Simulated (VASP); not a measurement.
Write the native input for VASP 6.6.1 that does the following.

```
Task                   : single point
Functional             : PBE
Potentials or basis    : VASP PAW PBE potentials, release 64 (Tl_d, Br)
Cutoff                 : 500 eV
k mesh                 : 12 × 12 × 12
Occupations            : fermi-dirac, width 0.08 eV
Spin                   : no spin polarisation
Dipole correction      : no
Further INCAR settings : ALGO = Normal; EDIFF = 1e-06; NBANDS = 17
```

The structure of TlBr (CsCl type) lies in POSCAR:

```
TlBr
1.0
    3.2159416952      0.0000000000      0.0000000000
    0.0000000000      3.2159416952      0.0000000000
    0.0000000000      0.0000000000      3.2159416952
Tl Br
1 1
Direct
    0.0000000000      0.0000000000      0.0000000000
    0.5000000000      0.5000000000      0.5000000000
```

This cell differs from its parent crystal: volume scaled by 0.5.

These files were run (other wordings do the same):

INCAR

```
PREC = Accurate
ENCUT = 500
EDIFF = 1E-6
ISMEAR = -1
SIGMA = 0.08
LREAL = F
LASPH = T
NELM = 120
ALGO = Normal
ISIF = 2
LWAVE = F
LCHARG = F
GGA = PE
NBANDS = 17
GGA_COMPAT = F
```

KPOINTS

```
Automatic mesh
0
Gamma
  12 12 12
```

Potentials or basis: VASP PAW PBE potentials, release 64 (Tl_d, Br).

Command:

```bash
$ cat potpaw_PBE.64/Tl_d/POTCAR potpaw_PBE.64/Br/POTCAR > POTCAR
$ mpirun -np 1 vasp_std > vasp.out
```

Results of the run:

* Pressure: 76.5 GPa
* Band gap on the k mesh: zero (band 10 reaches 12.34 eV, above the bottom of band 11 at 10.23 eV)

Caveat: spin-orbit coupling is left out, which moves the levels of the heavy elements.

Wall time 9.4 s on 1 thread of Intel(R) Xeon(R) 6975P-C (Granite Rapids), on a shared host, peak memory 0.17 GiB.
